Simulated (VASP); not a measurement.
# GaCo (Pm-3m) in VASP: a series of runs, part 2 of 2

VASP 6.6.1. The steps go on from the part before.

## Step 3: Single point, PBEsol, collinear spin, ferromagnetic start

This run uses another cell than the first one, of 12.81 Å³/atom, 1.024 times its volume.

The input, INCAR:

```
SYSTEM = GaCo
PREC = Accurate
ENCUT = 520
EDIFF = 1E-7
ISMEAR = -1
SIGMA = 0.1
LREAL = .False.
LASPH = .True.
NELM = 150
ALGO = Normal
ISIF = 2
LWAVE = .False.
LCHARG = .False.
ISPIN = 2
MAGMOM = 0 2.5
LORBIT = 11
LMAXMIX = 4
GGA = PS
NBANDS = 22
```

The input, KPOINTS:

```
Automatic mesh
0
Gamma
  8 8 8
  0 0 0
```

The input, POSCAR:

```
GaCo
1.0
    2.9482226453      0.0000000000      0.0000000000
    0.0000000000      2.9482226453      0.0000000000
    0.0000000000      0.0000000000      2.9482226453
Ga Co
1 1
Direct
    0.5000000000      0.5000000000      0.5000000000
    0.0000000000      0.0000000000      0.0000000000
```

Potentials or basis: VASP PAW PBE potentials, release 64 (Ga_d, Co).

Started as:

```bash
$ cat potpaw_PBE.64/Ga_d/POTCAR potpaw_PBE.64/Co/POTCAR > POTCAR
$ mpirun -np 1 vasp_std > vasp.out
```

OUTCAR:

```text
SYSTEM = GaCo
   PREC = Accurate
   ENCUT = 520
   EDIFF = 1E-7
   ISMEAR = -1
   LREAL = .False.
   LASPH = .True.
   NELM = 150
   ISIF = 2
   ISPIN = 2
   LORBIT = 11
   GGA = PS

 ion  position               nearest neighbor table
   1  0.500  0.500  0.500-   2 2.55   2 2.55   2 2.55   2 2.55   2 2.55   2 2.55   2 2.55   2 2.55

   2  0.000  0.000  0.000-   1 2.55   1 2.55   1 2.55   1 2.55   1 2.55   1 2.55   1 2.55   1 2.55

  LATTYP: Found a simple cubic cell.
 ALAT       =     2.9482226453

  Lattice vectors:

 A1 = (   2.9482226453,   0.0000000000,   0.0000000000)
 A2 = (   0.0000000000,   2.9482226453,   0.0000000000)
 A3 = (   0.0000000000,   0.0000000000,   2.9482226453)

Analysis of symmetry for initial positions (statically):
=====================================================================
 Subroutine PRICEL returns:
 Original cell was already a primitive cell.

 Routine SETGRP: Setting up the symmetry group for a
 simple cubic supercell.

 Subroutine GETGRP returns: Found 48 space group operations
 (whereof 48 operations were pure point group operations)
 out of a pool of 48 trial point group operations.

The static configuration has the point symmetry O_h .

Analysis of symmetry for dynamics (positions and initial velocities):
=====================================================================
 Subroutine PRICEL returns:
 Original cell was already a primitive cell.

 Routine SETGRP: Setting up the symmetry group for a
 simple cubic supercell.

 Subroutine GETGRP returns: Found 48 space group operations
 (whereof 48 operations were pure point group operations)
 out of a pool of 48 trial point group operations.

The dynamic configuration has the point symmetry O_h .

Analysis of structural, dynamic, and magnetic symmetry:
=====================================================================
 Subroutine PRICEL returns:
 Original cell was already a primitive cell.

 Routine SETGRP: Setting up the symmetry group for a
 simple cubic supercell.

 Subroutine GETGRP returns: Found 48 space group operations
[... 141 lines left out ...]
 number of electron      21.9999984 magnetization       0.0080879

 Free energy of the ion-electron system (eV)
  ---------------------------------------------------
  ext. energy  EPLUGINS =         0.00000000
  ---------------------------------------------------
  free energy    TOTEN  =       -11.63648468 eV

  energy without entropy =      -11.59023852  energy(sigma->0) =      -11.61336160

 E-fermi :   8.6394     XC(G=0): -12.9316

 val. band max:        8.5777348465   @ k =   0.5000   0.3750   0.0000
 cond. band min:       8.6666023890   @ k =   0.5000   0.3750   0.1250
 fundamental gap:      0.0888675426
 Fermi energy:         8.6394447960

 spin component 1

 k-point     1 :       0.0000    0.0000    0.0000
  band No.  band energies     occupation
      1      -6.3073      1.00000
      2      -6.3073      1.00000
      3      -6.0227      1.00000
      4      -6.0227      1.00000
      5      -6.0227      1.00000
      6      -2.8391      1.00000
[... 589 lines left out ...]
     21      31.0708      0.00000
     22      34.7678      0.00000

 [... further k-points ...]

 spin component 2

 k-point     1 :       0.0000    0.0000    0.0000
  band No.  band energies     occupation
      1      -6.3074      1.00000
      2      -6.3074      1.00000
      3      -6.0229      1.00000
      4      -6.0229      1.00000
      5      -6.0229      1.00000
      6      -2.8397      1.00000
[... 589 lines left out ...]
     21      31.0703      0.00000
     22      34.7670      0.00000

 [... further k-points ...]
[... 5 lines left out ...]
  --------------------------------------------------------------------------------------
  -------------------------------------------------------------------------------------
  Total       -2.7030542     -2.7030542     -2.7030542      0.0000000      0.0000000     -0.0000000
  in kB     -168.9991460   -168.9991460   -168.9991460      0.0000000      0.0000000     -0.0000000
  external PRESSURE =    -168.9991460 kB  Pullay stress =       0.0000000 kB

 VOLUME and BASIS-vectors are now :
 -----------------------------------------------------------------------------
  energy-cutoff  :      520.00
  volume of cell :       25.63
      direct lattice vectors                 reciprocal lattice vectors
     2.948222645  0.000000000  0.000000000     0.339187409  0.000000000  0.000000000
     0.000000000  2.948222645  0.000000000     0.000000000  0.339187409  0.000000000
     0.000000000  0.000000000  2.948222645     0.000000000  0.000000000  0.339187409

 POSITION                                       TOTAL-FORCE (eV/Angst)
 -----------------------------------------------------------------------------------
      1.47411      1.47411      1.47411         0.000000      0.000000      0.000000
      0.00000      0.00000      0.00000         0.000000      0.000000      0.000000
 -----------------------------------------------------------------------------------
    total drift:                                0.000000      0.000000     -0.000000

  FREE ENERGIE OF THE ION-ELECTRON SYSTEM (eV)
  ---------------------------------------------------
  free  energy   TOTEN  =       -11.6364846832 eV

  energy  without entropy=      -11.5902385231  energy(sigma->0) =      -11.61336160

 total charge

# of ion       s       p       d       tot
------------------------------------------
    1        0.842   0.819  10.027  11.688
    2        0.367   0.397   7.461   8.225
--------------------------------------------------
tot          1.209   1.216  17.488  19.913

 magnetization (x)

# of ion       s       p       d       tot
------------------------------------------
    1       -0.000  -0.000  -0.000  -0.000
    2        0.000  -0.000   0.009   0.009
--------------------------------------------------
tot         -0.000  -0.000   0.009   0.009
```

OSZICAR:

```text
N       E                     dE             d eps       ncg     rms          rms(c)
DAV:   1     0.116097485969E+03    0.11610E+03   -0.94733E+03  3492   0.171E+03
DAV:   2    -0.240016082114E+01   -0.11850E+03   -0.11149E+03  3140   0.317E+02
DAV:   3    -0.124020344274E+02   -0.10002E+02   -0.98520E+01  3452   0.782E+01
[... 22 lines left out ...]
DAV:  26    -0.116364842974E+02   -0.48057E-07   -0.35746E-06  3986   0.146E-02    0.655E-04
DAV:  27    -0.116364843761E+02   -0.78727E-07   -0.26320E-05  3542   0.369E-02    0.913E-04
DAV:  28    -0.116364845623E+02   -0.18619E-06   -0.65900E-06  4786   0.169E-02    0.936E-04
DAV:  29    -0.116364846704E+02   -0.10809E-06   -0.18842E-07  2800   0.331E-03    0.626E-04
DAV:  30    -0.116364846832E+02   -0.12844E-07   -0.62345E-08  1638   0.193E-03
   1 F= -.11636485E+02 E0= -.11613362E+02  d E =-.462462E-01  mag=     0.0062
```

stdout:

```text
POSCAR found type information on POSCAR GaCo
 POSCAR found :  2 types and       2 ions
 scaLAPACK will be used
 -----------------------------------------------------------------------------
|                                                                             |
|                                                                             |
|     You enforced a specific xc type in the INCAR file but a different       |
|     I HOPE YOU KNOW WHAT YOU ARE DOING!                                     |
|                                                                             |
 -----------------------------------------------------------------------------

 LDA part: xc-table for (Slater+PW92), standard interpolation
 POSCAR, INCAR and KPOINTS ok, starting setup
 FFT: planning ... GRIDC
 FFT: planning ... GRID_SOFT
 FFT: planning ... GRID
 WAVECAR not read
 entering main loop
```

Wall time 79 s (1 thread of Intel Xeon Platinum 8259CL at 2.50GHz (Skylake/Cascade Lake), shared host); peak memory 0.16 GiB.

Results:

| Property | Result |
| --- | --- |
| Free energy | -11.6365 eV |
| Pressure | -16.9 GPa |
| Band gap on the k mesh | zero (filled and empty bands overlap) |
| Net moment | 0.01 μB per cell |
| Valence electrons inside the program's atomic spheres | Ga 11.69; Co 8.22 |

Caveat: the starting moments collapsed, and a magnetic state may lie lower; the PAW data sets were made with another functional, which shifts forces and pressure a little.

## Step 4: Single point, PBEsol, collinear spin, ferromagnetic start

This run uses another cell than the first one, of 13.11 Å³/atom, 1.048 times its volume.

The input, INCAR:

```
SYSTEM = GaCo
PREC     = Accurate       ! precision mode
ENCUT    = 520            ! plane-wave cutoff, eV
EDIFF    = 1E-7           ! SCF threshold, eV
ISMEAR   = -1             ! smearing method
SIGMA    = 0.1            ! smearing width, eV
LREAL    = .FALSE.        ! projectors in reciprocal space
LASPH    = .TRUE.         ! aspherical terms in the spheres
NELM     = 150            ! most SCF steps
ALGO     = Normal         ! electronic algorithm
ISIF     = 2              ! what is computed and relaxed
LWAVE    = .FALSE.        ! write WAVECAR
LCHARG   = .TRUE.         ! write CHGCAR
ISPIN    = 2              ! spin polarisation
MAGMOM   = 0 2.5          ! initial moments
LORBIT   = 11             ! projections on sites
LMAXMIX  = 4              ! l up to which the mixer works
GGA      = PS             ! functional
LELF     = .TRUE.         ! ELF
LVHAR    = .TRUE.       
NBANDS   = 22             ! bands
```

The input, KPOINTS:

```
regular mesh
0
G
  8 8 8
  0 0 0
```

The input, POSCAR:

```
GaCo
1.0
    2.9709021723      0.0000000000      0.0000000000
    0.0000000000      2.9709021723      0.0000000000
    0.0000000000      0.0000000000      2.9709021723
Ga Co
1 1
Direct
    0.5000000000      0.5000000000      0.5000000000
    0.0000000000      0.0000000000      0.0000000000
```

Potentials or basis: VASP PAW PBE potentials, release 64 (Ga_d, Co).

Started as:

```bash
$ cat potpaw_PBE.64/Ga_d/POTCAR potpaw_PBE.64/Co/POTCAR > POTCAR
$ mpirun -np 1 vasp_std > vasp.out
```

OUTCAR:

```text
SYSTEM = GaCo
   PREC = Accurate
   ENCUT = 520
   EDIFF = 1E-7
   ISMEAR = -1
   LREAL = .FALSE.
   LASPH = .TRUE.
   NELM = 150
   ISIF = 2
   ISPIN = 2
   LORBIT = 11
   GGA = PS

 ion  position               nearest neighbor table
   1  0.500  0.500  0.500-   2 2.57   2 2.57   2 2.57   2 2.57   2 2.57   2 2.57   2 2.57   2 2.57

   2  0.000  0.000  0.000-   1 2.57   1 2.57   1 2.57   1 2.57   1 2.57   1 2.57   1 2.57   1 2.57

  LATTYP: Found a simple cubic cell.
 ALAT       =     2.9709021723

  Lattice vectors:

 A1 = (   2.9709021723,   0.0000000000,   0.0000000000)
[... 1415 lines left out ...]

 VOLUME and BASIS-vectors are now :
 -----------------------------------------------------------------------------
  energy-cutoff  :      520.00
  volume of cell :       26.22
      direct lattice vectors                 reciprocal lattice vectors
     2.970902172  0.000000000  0.000000000     0.336598091  0.000000000  0.000000000
     0.000000000  2.970902172  0.000000000     0.000000000  0.336598091  0.000000000
     0.000000000  0.000000000  2.970902172     0.000000000  0.000000000  0.336598091

 POSITION                                       TOTAL-FORCE (eV/Angst)
 -----------------------------------------------------------------------------------
      1.48545      1.48545      1.48545         0.000000      0.000000      0.000000
      0.00000      0.00000      0.00000         0.000000      0.000000      0.000000
 -----------------------------------------------------------------------------------
    total drift:                                0.000000      0.000000     -0.000000

  FREE ENERGIE OF THE ION-ELECTRON SYSTEM (eV)
  ---------------------------------------------------
  free  energy   TOTEN  =       -11.5690882423 eV

  energy  without entropy=      -11.5227662914  energy(sigma->0) =      -11.54592727

 total charge

# of ion       s       p       d       tot
------------------------------------------
    1        0.841   0.798  10.020  11.659
    2        0.360   0.381   7.447   8.188
--------------------------------------------------
tot          1.201   1.179  17.467  19.848

 magnetization (x)

# of ion       s       p       d       tot
------------------------------------------
    1       -0.001  -0.003  -0.002  -0.006
    2        0.001  -0.002   0.117   0.116
--------------------------------------------------
tot         -0.000  -0.005   0.115   0.110
```

OSZICAR:

```text
N       E                     dE             d eps       ncg     rms          rms(c)
DAV:   1     0.119297637163E+03    0.11930E+03   -0.94293E+03  3470   0.170E+03
DAV:   2    -0.236352389185E+01   -0.12166E+03   -0.11442E+03  3146   0.324E+02
DAV:   3    -0.123621467602E+02   -0.99986E+01   -0.98612E+01  3494   0.787E+01
[... 13 lines left out ...]
DAV:  17    -0.115690866477E+02   -0.39157E-05   -0.35183E-05  4924   0.382E-02    0.307E-03
DAV:  18    -0.115690877706E+02   -0.11229E-05   -0.78995E-06  4786   0.184E-02    0.198E-03
DAV:  19    -0.115690881036E+02   -0.33302E-06   -0.98709E-06  3984   0.215E-02    0.897E-04
DAV:  20    -0.115690882229E+02   -0.11930E-06   -0.47811E-07  3888   0.411E-03    0.334E-04
DAV:  21    -0.115690882423E+02   -0.19455E-07   -0.59487E-08  1796   0.206E-03
   1 F= -.11569088E+02 E0= -.11545927E+02  d E =-.463220E-01  mag=     0.1029
```

stdout:

```text
POSCAR found type information on POSCAR GaCo
 POSCAR found :  2 types and       2 ions
 scaLAPACK will be used
 -----------------------------------------------------------------------------
|                                                                             |
|                                                                             |
|     You enforced a specific xc type in the INCAR file but a different       |
|     I HOPE YOU KNOW WHAT YOU ARE DOING!                                     |
|                                                                             |
 -----------------------------------------------------------------------------

 LDA part: xc-table for (Slater+PW92), standard interpolation
 POSCAR, INCAR and KPOINTS ok, starting setup
 FFT: planning ... GRIDC
 FFT: planning ... GRID_SOFT
 FFT: planning ... GRID
 WAVECAR not read
 entering main loop
```

Wall time 58 s (1 thread of Intel Xeon Platinum 8259CL at 2.50GHz (Skylake/Cascade Lake), shared host); peak memory 0.16 GiB.

Results:

```
Free energy                                           : -11.5691 eV
Pressure                                              : -19.3 GPa
Net moment                                            : 0.10 μB per cell
Site moments                                          : Ga -0.01; Co +0.12 μB
Valence electrons inside the program's atomic spheres : Ga 11.66; Co 8.19
```

Levels at points of the mesh, in eV from the Fermi level:
Spin up:
```csv
k point,band 7,band 8,band 9,band 10,band 11,band 12,band 13,band 14,band 15,band 16
"(0.00, 0.00, 0.00)",-2.25,-2.25,-0.63,-0.63,-0.63,4.90,4.90,4.90,10.49,10.49
"(0.50, 0.00, 0.00)",-6.28,-2.04,-1.50,-1.50,-0.61,0.03,9.80,9.80,11.25,11.88
"(0.50, 0.50, 0.00)",-2.76,-2.76,-2.22,-1.05,-1.05,-0.27,1.84,2.78,10.66,14.49
"(0.50, 0.50, 0.50)",-3.58,-3.58,-0.24,-0.24,0.10,3.72,3.72,3.72,4.41,4.41
```
Spin down:
| k point | band 8 | band 9 | band 10 | band 11 | band 12 | band 13 | band 14 | band 15 |
| --- | --- | --- | --- | --- | --- | --- | --- | --- |
| (0.00, 0.00, 0.00) | -2.11 | -0.55 | -0.55 | -0.55 | 4.89 | 4.89 | 4.89 | 10.53 |
| (0.50, 0.00, 0.00) | -1.89 | -1.43 | -1.43 | -0.53 | 0.20 | 9.80 | 9.80 | 11.24 |
| (0.50, 0.50, 0.00) | -2.77 | -2.10 | -0.98 | -0.98 | -0.09 | 1.90 | 2.85 | 10.64 |
| (0.50, 0.50, 0.50) | -3.54 | -0.06 | -0.06 | 0.09 | 3.72 | 3.72 | 3.72 | 4.45 |

Caveat: the PAW data sets were made with another functional, which shifts forces and pressure a little.
